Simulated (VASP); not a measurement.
# Si2Ni (Fm-3m) in VASP: a series of runs

Si2Ni is run at these levels: revPBE+U, revPBE+D4+U, PBEsol+D3(BJ)+U, PBE, PBE+U; tasks: electric field gradients, single point, vibrations by perturbation theory.

All numbers are computed with VASP 6.6.1; they aren't measurements. Logs are shortened: lines on timing, memory, paths and dates and some standing lists are left out, and cuts for length are marked.

**1. The cell of the first run**

It takes space group Fm-3m (No. 225, cubic). The conventional cell has a = 5.406 Å, b = 5.406 Å, c = 5.406 Å, α = 90.00°, β = 90.00°, γ = 90.00°. Within 3.1 Å of Ni (site symmetry m-3m) lie 8 Si at 2.34 Å. Si (site symmetry -43m) has 4 Ni at 2.34 Å and 6 Si at 2.70 Å within 3.1 Å.

**2. Electric field gradients, revPBE+U, collinear spin, ferromagnetic start**

Input file INCAR:

```
SYSTEM = Si2Ni
PREC = Accurate
ENCUT = 520
EDIFF = 1E-8
ISMEAR = -1
SIGMA = 0.025
LREAL = .False.
LASPH = .True.
NELM = 150
ALGO = Normal
ISIF = 2
LWAVE = .False.
LCHARG = .False.
ISPIN = 2
MAGMOM = 1 0 0
LORBIT = 11
LMAXMIX = 4
LDAU = .True.
LDAUTYPE = 2
LDAUL = 2 -1
LDAUU = 3 0
LDAUJ = 0 0
LDAUPRINT = 1
GGA = RE
LEFG = .True.
NBANDS = 20
```

Input file KPOINTS:

```
regular mesh
0
Gamma
  9 9 9
  0 0 0
```

Input file POSCAR:

```
Si2Ni
1.0
    0.0000000000      2.7030000000      2.7030000000
    2.7030000000      0.0000000000      2.7030000000
    2.7030000000      2.7030000000      0.0000000000
Ni Si
1 2
Direct
    0.0000000000      0.0000000000      0.0000000000
    0.7500000000      0.7500000000      0.7500000000
    0.2500000000      0.2500000000      0.2500000000
```

Potentials or basis: VASP PAW PBE potentials, release 64 (Ni, Si).

Launch:

```bash
$ cat potpaw_PBE.64/Ni/POTCAR potpaw_PBE.64/Si/POTCAR > POTCAR
$ mpirun -np 1 vasp_std > vasp.out
```

OUTCAR:

```text
SYSTEM = Si2Ni
   PREC = Accurate
   ENCUT = 520
   EDIFF = 1E-8
   ISMEAR = -1
   LREAL = .False.
   LASPH = .True.
   NELM = 150
   ISIF = 2
   ISPIN = 2
   LORBIT = 11
   GGA = RE

 ion  position               nearest neighbor table
   1  0.000  0.000  0.000-   2 2.34   2 2.34   3 2.34   3 2.34   2 2.34   2 2.34   3 2.34   3 2.34

   2  0.750  0.750  0.750-   1 2.34   1 2.34   1 2.34   1 2.34   3 2.70   3 2.70   3 2.70   3 2.70
                             3 2.70   3 2.70
   3  0.250  0.250  0.250-   1 2.34   1 2.34   1 2.34   1 2.34   2 2.70   2 2.70   2 2.70   2 2.70
                             2 2.70   2 2.70

  LATTYP: Found a face centered cubic cell.
 ALAT       =     5.4060000000

  Lattice vectors:

 A1 = (   0.0000000000,   2.7030000000,   2.7030000000)
 A2 = (   2.7030000000,   0.0000000000,   2.7030000000)
 A3 = (   2.7030000000,   2.7030000000,   0.0000000000)

Analysis of symmetry for initial positions (statically):
=====================================================================
 Subroutine PRICEL returns:
 Original cell was already a primitive cell.

 Routine SETGRP: Setting up the symmetry group for a
 face centered cubic supercell.

 Subroutine GETGRP returns: Found 48 space group operations
 (whereof 48 operations were pure point group operations)
 out of a pool of 48 trial point group operations.

The static configuration has the point symmetry O_h .

Analysis of symmetry for dynamics (positions and initial velocities):
=====================================================================
 Subroutine PRICEL returns:
 Original cell was already a primitive cell.

 Routine SETGRP: Setting up the symmetry group for a
 face centered cubic supercell.

 Subroutine GETGRP returns: Found 48 space group operations
 (whereof 48 operations were pure point group operations)
 out of a pool of 48 trial point group operations.

The dynamic configuration has the point symmetry O_h .

Analysis of structural, dynamic, and magnetic symmetry:
=====================================================================
 Subroutine PRICEL returns:
 Original cell was already a primitive cell.

 Routine SETGRP: Setting up the symmetry group for a
 face centered cubic supercell.

 Subroutine GETGRP returns: Found 48 space group operations
 (whereof 48 operations were pure point group operations)
 out of a pool of 48 trial point group operations.

The overall configuration has the point symmetry O_h .

 Subroutine INISYM returns: Found 48 space group operations
 (whereof 48 operations are pure point group operations),
 and found     1 'primitive' translations

----------------------------------------------------------------------------------------

                                     Primitive cell

  volume of cell :      39.4974

  direct lattice vectors                    reciprocal lattice vectors
     0.000000000  2.703000000  2.703000000    -0.184979652  0.184979652  0.184979652
     2.703000000  0.000000000  2.703000000     0.184979652 -0.184979652  0.184979652
     2.703000000  2.703000000  0.000000000     0.184979652  0.184979652 -0.184979652

  length of vectors
     3.822619259  3.822619259  3.822619259     0.320394156  0.320394156  0.320394156

  position of ions in fractional coordinates (direct lattice)
     0.000000000  0.000000000  0.000000000
     0.750000000  0.750000000  0.750000000
     0.250000000  0.250000000  0.250000000

[... 130 lines left out ...]
  0.0000 -0.0000  0.0000  0.0000  0.8959

spin component  2

  0.8423  0.0000  0.0000 -0.0000  0.0000
  0.0000  0.8423 -0.0000  0.0000 -0.0000
  0.0000 -0.0000  0.8959 -0.0000  0.0000
 -0.0000  0.0000 -0.0000  0.8423  0.0000
  0.0000 -0.0000  0.0000  0.0000  0.8959

 occupancies and eigenvectors

  o =  0.8423  v =  1.0000  0.0000  0.0000  0.0000  0.0000  0.0000  0.0000  0.0000  0.0000  0.0000      0.0000  0.0000  0.0000  0.0000  0.0000  0.0000  0.0000  0.0000  0.0000  0.0000
  o =  0.8423  v =  0.0000 -0.2642  0.0000 -0.9645 -0.0000  0.0000  0.0000  0.0000  0.0000  0.0000      0.0000  0.0000  0.0000  0.0000  0.0000  0.0000  0.0000  0.0000  0.0000  0.0000
  o =  0.8423  v =  0.0000  0.9645  0.0000 -0.2642  0.0000  0.0000  0.0000  0.0000  0.0000  0.0000      0.0000  0.0000  0.0000  0.0000  0.0000  0.0000  0.0000  0.0000  0.0000  0.0000
  o =  0.8423  v =  0.0000  0.0000  0.0000  0.0000  0.0000  1.0000  0.0000  0.0000  0.0000  0.0000      0.0000  0.0000  0.0000  0.0000  0.0000  0.0000  0.0000  0.0000  0.0000  0.0000
  o =  0.8423  v =  0.0000  0.0000  0.0000  0.0000  0.0000  0.0000  0.8427 -0.0000 -0.5384 -0.0000      0.0000  0.0000  0.0000  0.0000  0.0000  0.0000  0.0000  0.0000  0.0000  0.0000
  o =  0.8423  v =  0.0000  0.0000  0.0000  0.0000  0.0000  0.0000 -0.5384 -0.0000 -0.8427  0.0000      0.0000  0.0000  0.0000  0.0000  0.0000  0.0000  0.0000  0.0000  0.0000  0.0000
  o =  0.8959  v =  0.0000  0.0000  0.0000  0.0000  0.0000  0.0000 -0.0000 -0.2410  0.0000 -0.9705      0.0000  0.0000  0.0000  0.0000  0.0000  0.0000  0.0000  0.0000  0.0000  0.0000
  o =  0.8959  v =  0.0000  0.0000  0.0000  0.0000  0.0000  0.0000 -0.0000 -0.9705  0.0000  0.2410      0.0000  0.0000  0.0000  0.0000  0.0000  0.0000  0.0000  0.0000  0.0000  0.0000
  o =  0.8959  v =  0.0000 -0.0000 -0.0739  0.0000  0.9973  0.0000  0.0000  0.0000  0.0000  0.0000      0.0000  0.0000  0.0000  0.0000  0.0000  0.0000  0.0000  0.0000  0.0000  0.0000
  o =  0.8959  v =  0.0000  0.0000 -0.9973 -0.0000 -0.0739  0.0000  0.0000  0.0000  0.0000  0.0000      0.0000  0.0000  0.0000  0.0000  0.0000  0.0000  0.0000  0.0000  0.0000  0.0000

 number of electron      17.9999999 magnetization      -0.0000006

 Free energy of the ion-electron system (eV)
  ---------------------------------------------------
  ext. energy  EPLUGINS =         0.00000000
  ---------------------------------------------------
  free energy    TOTEN  =       -14.60030760 eV

  energy without entropy =      -14.59860247  energy(sigma->0) =      -14.59945504

 E-fermi :  10.3988     XC(G=0): -11.5348

 val. band max:       10.3251779814   @ k =   0.2222   0.1111   0.0000
 cond. band min:      10.4490421880   @ k =  -0.4444   0.4444   0.1111
 fundamental gap:      0.1238642066
 Fermi energy:        10.3987990522

 spin component 1

 k-point     1 :       0.0000    0.0000    0.0000
  band No.  band energies     occupation
      1      -3.3407      1.00000
      2       4.9940      1.00000
      3       4.9940      1.00000
      4       4.9940      1.00000
      5       6.4871      1.00000
      6       6.4871      1.00000
[... 1097 lines left out ...]
     19      24.0808      0.00000
     20      24.2310      0.00000

 [... further k-points ...]

------------------------ aborting loop because EDIFF is reached ----------------------------------------

  FORCE on cell =-STRESS in cart. coord.  units (eV):
  Direction    XX          YY          ZZ          XY          YZ          ZX
  --------------------------------------------------------------------------------------
  -------------------------------------------------------------------------------------
  Total        0.7245228      0.7245228      0.7245228     -0.0000000     -0.0000000      0.0000000
  in kB       29.3896576     29.3896576     29.3896576     -0.0000000     -0.0000000      0.0000000
  external PRESSURE =      29.3896576 kB  Pullay stress =       0.0000000 kB

 VOLUME and BASIS-vectors are now :
 -----------------------------------------------------------------------------
  energy-cutoff  :      520.00
  volume of cell :       39.50
      direct lattice vectors                 reciprocal lattice vectors
     0.000000000  2.703000000  2.703000000    -0.184979652  0.184979652  0.184979652
     2.703000000  0.000000000  2.703000000     0.184979652 -0.184979652  0.184979652
     2.703000000  2.703000000  0.000000000     0.184979652  0.184979652 -0.184979652

 POSITION                                       TOTAL-FORCE (eV/Angst)
 -----------------------------------------------------------------------------------
      0.00000      0.00000      0.00000         0.000000      0.000000      0.000000
      4.05450      4.05450      4.05450         0.000000      0.000000      0.000000
      1.35150      1.35150      1.35150        -0.000000     -0.000000     -0.000000
 -----------------------------------------------------------------------------------
    total drift:                               -0.000000     -0.000000      0.000000

  FREE ENERGIE OF THE ION-ELECTRON SYSTEM (eV)
  ---------------------------------------------------
  free  energy   TOTEN  =       -14.6003076022 eV

  energy  without entropy=      -14.5986024707  energy(sigma->0) =      -14.59945504

 Electric field gradients (V/A^2)
---------------------------------------------------------------------
 ion       V_xx      V_yy      V_zz      V_xy      V_xz      V_yz
---------------------------------------------------------------------
   1       0.000     0.000    -0.000     0.002     0.002     0.002
   2      -0.000    -0.000     0.000    -0.000    -0.000    -0.000
   3      -0.000    -0.000     0.000    -0.000    -0.000    -0.000
---------------------------------------------------------------------

 Electric field gradients after diagonalization (V/A^2)
 (convention: |V_zz| > |V_xx| > |V_yy|)
----------------------------------------------------------------------
 ion       V_xx      V_yy      V_zz     asymmetry (V_yy - V_xx)/ V_zz
----------------------------------------------------------------------
   1      -0.002    -0.002     0.004       0.000
   2       0.000     0.000    -0.000       0.000
   3       0.000     0.000    -0.000       0.000
----------------------------------------------------------------------

           NMR quadrupolar parameters

 Cq : quadrupolar parameter    Cq=e*Q*V_zz/h
 eta: asymmetry parameters     (V_yy - V_xx)/ V_zz
 Q  : nuclear electric quadrupole moment in mb (millibarn)
----------------------------------------------------------------------
 ion       Cq(MHz)       eta       Q (mb)
----------------------------------------------------------------------
   1       0.000       0.000       1.000
   2      -0.000       0.000       1.000
   3      -0.000       0.000       1.000
----------------------------------------------------------------------

 total charge

# of ion       s       p       d       tot
------------------------------------------
    1        0.545   0.769   8.602   9.916
    2        0.747   0.837   0.000   1.584
    3        0.747   0.837   0.000   1.584
--------------------------------------------------
tot          2.040   2.443   8.602  13.084

 magnetization (x)

# of ion       s       p       d       tot
------------------------------------------
    1        0.000   0.000  -0.000   0.000
    2       -0.000   0.000   0.000  -0.000
    3       -0.000   0.000   0.000  -0.000
--------------------------------------------------
tot          0.000   0.000  -0.000  -0.000
```

It took 37 s on 1 thread of AMD EPYC 9R45 (Zen 5), shared host; peak memory 0.17 GiB.

What came out:

| Property | Result |
| --- | --- |
| Free energy | -14.6003 eV |
| Pressure | 2.9 GPa |
| Band gap on the k mesh | zero (filled and empty bands overlap) |
| Net moment | 0.00 μB per cell |
| Valence electrons inside the program's atomic spheres | Ni 9.92; Si 1.58 |

Eigenvalues of the final occupation matrices:
```
    site  spin  trace               eigenvalues
site 1 d     1   4.32  0.84 0.84 0.84 0.90 0.90
site 1 d     2   4.32  0.84 0.84 0.84 0.90 0.90
```

Caveat: without QUAD_EFG the Cq values of the log hold for a quadrupole moment of 1 mb, not for the nuclei; the PAW data sets were made with another functional, which shifts forces and pressure a little; the U is typed as a test and isn't derived for this compound. The state reached can hang on the start; a lower one may exist.

(Part 1 of 3 ends here.)
